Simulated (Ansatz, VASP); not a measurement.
# AlNi in VASP and in Ansatz

Contents of INCAR:

```
SYSTEM = AlNi
  ALGO = Normal
  EDIFF = 1E-6
  ENCUT = 690
  GGA = PS
  GGA_COMPAT = .False.
  ISIF = 2
  ISMEAR = -1
  ISPIN = 2
  LASPH = .True.
  LCHARG = .True.
  LELF = .True.
  LMAXMIX = 4
  LORBIT = 11
  LREAL = .False.
  LVHAR = .True.
  LWAVE = .False.
  MAGMOM = 0.5 0
  NBANDS = 22
  NELM = 200
  NUPDOWN = 0.5
  PREC = Accurate
  SIGMA = 0.05
```

File KPOINTS:

```
k-points
0
Gamma
  8 8 8
  0 0 0
```

Contents of POSCAR:

```
AlNi
1.0
    2.8810000000      0.0000000000      0.0000000000
    0.0000000000      2.8810000000      0.0000000000
    0.0000000000      0.0000000000      2.8810000000
Ni Al
1 1
Direct
    0.5000000000      0.5000000000      0.5000000000
    0.0000000000      0.0000000000      0.0000000000
```

input.yaml

```yaml
crystal:
  lattice:
    - [2.881, 0.0, 0.0]
    - [0.0, 2.881, 0.0]
    - [0.0, 0.0, 2.881]
  atoms:
    - { symbol: Ni, position: [0.5, 0.5, 0.5], spin: 0.5 }
    - { symbol: Al, position: [0.0, 0.0, 0.0] }
hamiltonian:
  xc: pbesol
  pseudopotentials: { kind: paw }
magnetization:
  spin_polarized: true
  initial_magnetization: 0.5
  spin_locking: { lock_magnetization: hard }
kpoints:
  mp_grid: { grid: [8, 8, 8] }
scf:
  occupations: { method: fermi_dirac, width: 0.05 }
  lower_state_search: "off"
output:
  forces: true
  stress: true
  eigenvalues: true
```

Alike in both runs: task single point; functional PBEsol; k mesh 8 × 8 × 8; occupations fermi-dirac, width 0.05 eV; collinear spin; fixed moment 0.5 μB.

|  | VASP | Ansatz |
| --- | --- | --- |
| version | VASP 6.6.1 | Ansatz 0.2.0 |
| potentials or method | VASP PAW PBE potentials, release 64 (Ni_sv_GW, Al) | Ansatz PAW |
| plane-wave cutoff (eV) | 690 | 420 |
| valence electrons in the cell | 21 | 21 |

Ansatz gave:

| Quantity | Value |
| --- | --- |
| pressure (GPa) | -2.4 |
| net moment per atom (μB) | 0.25 |
| size of the moment on the site where the two differ most (μB) | 0.04 |

Problem. Which values does VASP return?

Solution. Pressure (GPa): -3.1; net moment per atom (μB): 0.25; size of the moment on the site where the two differ most (μB): 0.03.

VASP's potentials were made for PBE, not for PBEsol. Site moments also hang on the region over which each program counts them. With one functional, cell and mesh, what is left measures potentials, basis and numerics.
